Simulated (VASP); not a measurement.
# BeP2Pb2 (P6_3/mmc) in VASP: single point with PBEsol

Aim: the single point of BeP2Pb2 with PBEsol.

All numbers are computed with VASP 6.6.1; they aren't measurements. Logs are shortened: lines on timing, memory, paths and dates and some standing lists are left out, and cuts for length are marked.

### Step 1. The cell of the first run

It takes space group P6_3/mmc (No. 194, hexagonal). Conventional cell: a = 3.940 Å, b = 3.940 Å, c = 16.828 Å, α = 90.00°, β = 90.00°, γ = 120.00°. Within 3.6 Å of Be (site symmetry -3m) lie 6 Pb at 2.76 Å. P (site symmetry 3m) has 1 P at 2.07 Å within 2.7 Å. Within 3.6 Å of Pb (site symmetry 3m) lie 3 Be at 2.76 Å and 3 P at 2.79 Å.

### Step 2. Single point, PBEsol

Input file INCAR:

```
ALGO = Normal
EDIFF = 1E-6
ENCUT = 520
GGA = PS
ISIF = 2
ISMEAR = -1
LASPH = True
LCHARG = False
LREAL = False
LWAVE = False
NBANDS = 51
NELM = 80
PREC = Accurate
SIGMA = 0.03
```

Input file KPOINTS:

```
k-points
0
Gamma
  6 6 2
```

Input file POSCAR:

```
BeP2Pb2
1.0
    3.9395565184      0.0000000000      0.0000000000
   -1.9697782592      3.4117560246      0.0000000000
    0.0000000000      0.0000000000     16.8275506222
Be P Pb
2 4 4
Direct
    0.0000000000      0.0000000000      0.0000000000
    0.0000000000      0.0000000000      0.5000000000
    0.6666666667      0.3333333333      0.8116519672
    0.3333333333      0.6666666667      0.1883480328
    0.3333333333      0.6666666667      0.3116519672
    0.6666666667      0.3333333333      0.6883480328
    0.6666666667      0.3333333333      0.4073028594
    0.3333333333      0.6666666667      0.5926971406
    0.3333333333      0.6666666667      0.9073028594
    0.6666666667      0.3333333333      0.0926971406
```

Potentials or basis: VASP PAW PBE potentials, release 64 (Be, P, Pb_d).

Command:

```sh
> cat potpaw_PBE.64/Be/POTCAR potpaw_PBE.64/P/POTCAR potpaw_PBE.64/Pb_d/POTCAR > POTCAR
> mpirun -np 1 vasp_std > vasp.out
```

OUTCAR:

```text
EDIFF = 1E-6
   ENCUT = 520
   GGA = PS
   ISIF = 2
   ISMEAR = -1
   LASPH = True
   LREAL = False
   NELM = 80
   PREC = Accurate

 ion  position               nearest neighbor table
   1  0.000  0.000  0.000-   9 2.76  10 2.76  10 2.76   9 2.76  10 2.76   9 2.76
   2  0.000  0.000  0.500-   7 2.76   8 2.76   7 2.76   8 2.76   7 2.76   8 2.76
   3  0.667  0.333  0.812-   6 2.07   9 2.79   9 2.79   9 2.79
   4  0.333  0.667  0.188-   5 2.07  10 2.79  10 2.79  10 2.79
   5  0.333  0.667  0.312-   4 2.07   7 2.79   7 2.79   7 2.79
   6  0.667  0.333  0.688-   3 2.07   8 2.79   8 2.79   8 2.79
   7  0.667  0.333  0.407-   2 2.76   2 2.76   2 2.76   5 2.79   5 2.79   5 2.79   8 3.86   8 3.86
                             8 3.86
   8  0.333  0.667  0.593-   2 2.76   2 2.76   2 2.76   6 2.79   6 2.79   6 2.79   7 3.86   7 3.86
                             7 3.86
   9  0.333  0.667  0.907-   1 2.76   1 2.76   1 2.76   3 2.79   3 2.79   3 2.79  10 3.86  10 3.86
                            10 3.86
  10  0.667  0.333  0.093-   1 2.76   1 2.76   1 2.76   4 2.79   4 2.79   4 2.79   9 3.86   9 3.86
                             9 3.86

  LATTYP: Found a hexagonal cell.
 ALAT       =     3.9395565184
 C/A-ratio  =     4.2714327218

  Lattice vectors:

 A1 = (   3.9395565184,   0.0000000000,   0.0000000000)
 A2 = (  -1.9697782592,   3.4117560246,   0.0000000000)
 A3 = (   0.0000000000,   0.0000000000,  16.8275506222)

Analysis of symmetry for initial positions (statically):
=====================================================================
 Subroutine PRICEL returns:
 Original cell was already a primitive cell.

 Routine SETGRP: Setting up the symmetry group for a
 hexagonal supercell.

 Subroutine GETGRP returns: Found 24 space group operations
 (whereof 12 operations were pure point group operations)
 out of a pool of 24 trial point group operations.

The static configuration has the point symmetry D_3d.
 The point group associated with its full space group is D_6h.

Analysis of symmetry for dynamics (positions and initial velocities):
=====================================================================
 Subroutine PRICEL returns:
 Original cell was already a primitive cell.

 Routine SETGRP: Setting up the symmetry group for a
 hexagonal supercell.

 Subroutine GETGRP returns: Found 24 space group operations
 (whereof 12 operations were pure point group operations)
 out of a pool of 24 trial point group operations.

The dynamic configuration has the point symmetry D_3d.
 The point group associated with its full space group is D_6h.

 Subroutine INISYM returns: Found 24 space group operations
 (whereof 12 operations are pure point group operations),
 and found     1 'primitive' translations

----------------------------------------------------------------------------------------

                                     Primitive cell

  volume of cell :     226.1758

  direct lattice vectors                    reciprocal lattice vectors
     3.939556518  0.000000000  0.000000000     0.253835678  0.146552097  0.000000000
    -1.969778259  3.411756025  0.000000000     0.000000000  0.293104194  0.000000000
     0.000000000  0.000000000 16.827550622     0.000000000  0.000000000  0.059426355

  length of vectors
     3.939556518  3.939556518 16.827550622     0.293104194  0.293104194  0.059426355

  position of ions in fractional coordinates (direct lattice)
     0.000000000  0.000000000  0.000000000
     0.000000000  0.000000000  0.500000000
     0.666666667  0.333333333  0.811651967
     0.333333333  0.666666667  0.188348033
     0.333333333  0.666666667  0.311651967
     0.666666667  0.333333333  0.688348033
     0.666666667  0.333333333  0.407302859
     0.333333333  0.666666667  0.592697141
     0.333333333  0.666666667  0.907302859
     0.666666667  0.333333333  0.092697141

  ion indices of the primitive-cell ions
   primitive index   ion index
                 1           1
                 2           2
                 3           3
                 4           4
                 5           5
                 6           6
                 7           7
                 8           8
                 9           9
                10          10

----------------------------------------------------------------------------------------

 KPOINTS: k-points

Automatic generation of k-mesh.
 Grid dimensions read from file:
 generate k-points for:    6    6    2

 Generating k-lattice:

  Cartesian coordinates                     Fractional coordinates (reciprocal lattice)
     0.042305946  0.024425350  0.000000000     0.166666667  0.000000000  0.000000000
     0.000000000  0.048850699  0.000000000     0.000000000  0.166666667  0.000000000
     0.000000000  0.000000000  0.029713178     0.000000000  0.000000000  0.500000000

  Length of vectors
     0.048850699  0.048850699  0.029713178

  Shift w.r.t. Gamma in fractional coordinates (k-lattice)
     0.000000000  0.000000000  0.000000000

 Subroutine IBZKPT returns following result:
 ===========================================

 Found     14 irreducible k-points:

 Following reciprocal coordinates:
            Coordinates               Weight
  0.000000  0.000000  0.000000      1.000000
  0.166667  0.000000  0.000000      6.000000
  0.333333  0.000000  0.000000      6.000000
  0.500000  0.000000  0.000000      3.000000
  0.166667  0.166667  0.000000      6.000000
  0.333333  0.166667  0.000000     12.000000
  0.333333  0.333333  0.000000      2.000000
  0.000000  0.000000  0.500000      1.000000
  0.166667  0.000000  0.500000      6.000000
  0.333333  0.000000  0.500000      6.000000
  0.500000  0.000000  0.500000      3.000000
  0.166667  0.166667  0.500000      6.000000
  0.333333  0.166667  0.500000     12.000000
  0.333333  0.333333  0.500000      2.000000
   k-points           NKPTS =     14   k-points in BZ     NKDIM =     14   number of bands    NBANDS=     51
   number of dos      NEDOS =    301   number of ions     NIONS =     10
   total plane-waves  NPLWV = 113400
   dimension x,y,z NGX =    30 NGY =   30 NGZ =  126
   dimension x,y,z NGXF=    60 NGYF=   60 NGZF=  252
   ions per type =               2   4   4
   NGX,Y,Z   is equivalent  to a cutoff of  12.66, 12.66, 12.45 a.u.
   NGXF,Y,Z  is equivalent  to a cutoff of  25.32, 25.32, 24.90 a.u.
 SYSTEM =  unknown system
   PREC   = accura    normal or accurate (medium, high low for compatibility)
   ISTART =      0    job   : 0-new  1-cont  2-samecut
   ICHARG =      2    charge: 1-file 2-atom 10-const
   ISPIN  =      1    spin polarized calculation?
   LNONCOLLINEAR =      F non collinear calculations
   LSORBIT =      F    spin-orbit coupling
   LASPH  =      T    aspherical Exc in radial PAW
   ENCUT  =  520.0 eV  38.22 Ry    6.18 a.u.   7.32  7.32 31.29*2*pi/ulx,y,z
   NELM   =     80;   NELMIN=  2; NELMDL= -5     # of ELM steps
   EDIFF  = 0.1E-05   stopping-criterion for ELM
   LREAL  =      F    real-space projection
   EDIFFG = 0.1E-04   stopping-criterion for IOM
   NSW    =      0    number of steps for IOM
   IBRION =     -1    ionic relax: 0-MD 1-quasi-New 2-CG
   NFREE  =      0    steps in history (QN), initial steepest desc. (CG)
   ISIF   =      2    stress and relaxation
   ISYM   =      2    0-nonsym 1-usesym 2-fastsym
   POTIM  = 0.5000    time-step for ionic-motion
   TEBEG  =    0.0;   TEEND  =   0.0 temperature during run
   PSTRESS=    0.0 pullay stress
   NELECT =      80.0000    total number of electrons
   NUPDOWN=      -1.0000    fix difference up-down
   EMIN   =  10.00;   EMAX   =-10.00  energy-range for DOS
   EFERMI =   0.00;   METHOD = LEGACY
   ISMEAR =    -1;   SIGMA  =   0.03  broadening in eV -4-tet -1-fermi 0-gaus
   EFERMI_NEDOS =   21; number of points for ismear=-14 and -15
   IALGO  =     38    algorithm
   IMIX   =      4    mixing-type and parameters
     AMIX     =   0.40;   BMIX     =  1.00
     AMIX_MAG =   1.60;   BMIX_MAG =  1.00
  volume/ion in A,a.u.               =      22.62       152.63
  Fermi-wavevector in a.u.,A,eV,Ry     =   1.157771  2.187870 18.237715  1.340434
  Thomas-Fermi vector in A             =   2.294380
   LORBIT       =      0    0 simple, 1 ext, 2 COOP (PROOUT), +10 PAW based schemes
   GGA     = PS    functional components
   LHFCALC =     F    Hartree Fock is set to
   AEXX    =    0.0000 exact exchange contribution
   IVDW    =     0    specifies the selected vdW correction
   LEPSILON=     F    determine dielectric tensor
   LRPA    =     F    only Hartree local field effects (RPA)
 non-spin polarized calculation
  energy-cutoff  :      520.00
  volume of cell :      226.18
 maximum number of plane-waves:      6134
 NGX is ok and might be reduce to    30
   NGX = 15   NGY = 15   NGZ = 63

 number of electron      80.0000018 magnetization

 Free energy of the ion-electron system (eV)
  ---------------------------------------------------
  ext. energy  EPLUGINS =         0.00000000
  ---------------------------------------------------
  free energy    TOTEN  =       -42.27946141 eV

  energy without entropy =      -42.27124635  energy(sigma->0) =      -42.27535388

 E-fermi :   5.9348     XC(G=0):  -9.9498

 val. band max:        5.8225208845   @ k =   0.3333   0.3333   0.0000
 cond. band min:       5.9352662626   @ k =   0.1667   0.0000   0.5000
 fundamental gap:      0.1127453781
 Fermi energy:         5.9347648351

 k-point     1 :       0.0000    0.0000    0.0000
  band No.  band energies     occupation
      1     -10.8697      2.00000
      2     -10.8697      2.00000
      3     -10.8691      2.00000
      4     -10.8691      2.00000
      5     -10.8412      2.00000
      6     -10.8412      2.00000
[... 43 lines left out ...]
     50       9.7539      0.00000
     51       9.7643      0.00000
[... 700 lines left out ...]
     50      11.3893      0.00000
     51      11.6686      0.00000

------------------------ aborting loop because EDIFF is reached ----------------------------------------

  FORCE on cell =-STRESS in cart. coord.  units (eV):
  Direction    XX          YY          ZZ          XY          YZ          ZX
  --------------------------------------------------------------------------------------
  -------------------------------------------------------------------------------------
  Total       -0.0313059     -0.0313059     -0.0698270     -0.0000000      0.0000000      0.0000000
  in kB       -0.2217635     -0.2217635     -0.4946384     -0.0000000      0.0000000      0.0000000
  external PRESSURE =      -0.3127218 kB  Pullay stress =       0.0000000 kB

 VOLUME and BASIS-vectors are now :
 -----------------------------------------------------------------------------
  energy-cutoff  :      520.00
  volume of cell :      226.18
      direct lattice vectors                 reciprocal lattice vectors
     3.939556518  0.000000000  0.000000000     0.253835678  0.146552097  0.000000000
    -1.969778259  3.411756025  0.000000000     0.000000000  0.293104194  0.000000000
     0.000000000  0.000000000 16.827550622     0.000000000  0.000000000  0.059426355

 POSITION                                       TOTAL-FORCE (eV/Angst)
 -----------------------------------------------------------------------------------
      0.00000      0.00000      0.00000         0.000000     -0.000000      0.000000
      0.00000      0.00000      8.41378         0.000000     -0.000000      0.000000
      1.96978      1.13725     13.65811        -0.000000      0.000000     -0.028313
     -0.00000      2.27450      3.16944         0.000000      0.000000      0.028313
     -0.00000      2.27450      5.24434         0.000000      0.000000     -0.028313
      1.96978      1.13725     11.58321         0.000000     -0.000000      0.028313
      1.96978      1.13725      6.85391        -0.000000      0.000000      0.005896
     -0.00000      2.27450      9.97364         0.000000     -0.000000     -0.005896
     -0.00000      2.27450     15.26768        -0.000000     -0.000000      0.005896
      1.96978      1.13725      1.55987        -0.000000      0.000000     -0.005896
 -----------------------------------------------------------------------------------
    total drift:                                0.000000      0.000000      0.000000

  FREE ENERGIE OF THE ION-ELECTRON SYSTEM (eV)
  ---------------------------------------------------
  free  energy   TOTEN  =       -42.2794614140 eV

  energy  without entropy=      -42.2712463544  energy(sigma->0) =      -42.27535388
```

It took 3.5 min on 1 thread of Intel Xeon Platinum 8259CL at 2.50GHz (Skylake/Cascade Lake), shared host; peak memory 0.4 GiB.

Results:

| Property | Result |
| --- | --- |
| Free energy | -42.2795 eV |
| Pressure | 0.0 GPa |
| Largest force | 0.028 eV/Å |
| Band gap on the k mesh | zero (band 40 reaches 7.03 eV, above the bottom of band 41 at 5.42 eV) |

Forces in eV/Å, atoms in the order of the input:
```
Be   0.000  0.000  0.000
Be   0.000  0.000  0.000
P    0.000  0.000 -0.028
P    0.000  0.000  0.028
P    0.000  0.000 -0.028
P    0.000  0.000  0.028
Pb   0.000  0.000  0.006
Pb   0.000  0.000 -0.006
Pb   0.000  0.000  0.006
Pb   0.000  0.000 -0.006
```

Levels at points of the mesh, in eV from the Fermi level:
| k point | band 36 | band 37 | band 38 | band 39 | band 40 | band 41 | band 42 | band 43 | band 44 | band 45 |
| --- | --- | --- | --- | --- | --- | --- | --- | --- | --- | --- |
| (0.00, 0.00, 0.00) | 0.60 | 0.60 | 0.64 | 0.64 | 1.09 | 2.05 | 2.05 | 2.14 | 2.37 | 2.37 |
| (0.50, 0.00, 0.00) | -2.40 | -1.49 | -1.25 | -1.06 | -0.69 | -0.52 | -0.15 | 0.50 | 0.99 | 2.06 |
| (0.00, 0.00, 0.50) | 0.62 | 0.62 | 0.62 | 0.79 | 0.79 | 2.17 | 2.17 | 2.17 | 2.17 | 2.51 |
| (0.50, 0.00, 0.50) | -2.41 | -1.90 | -1.90 | -1.14 | -1.14 | 0.21 | 0.21 | 1.20 | 1.20 | 1.25 |

Caveat: the PAW data sets were made with another functional, which shifts forces and pressure a little; spin-orbit coupling is left out, which moves the levels of the heavy elements.
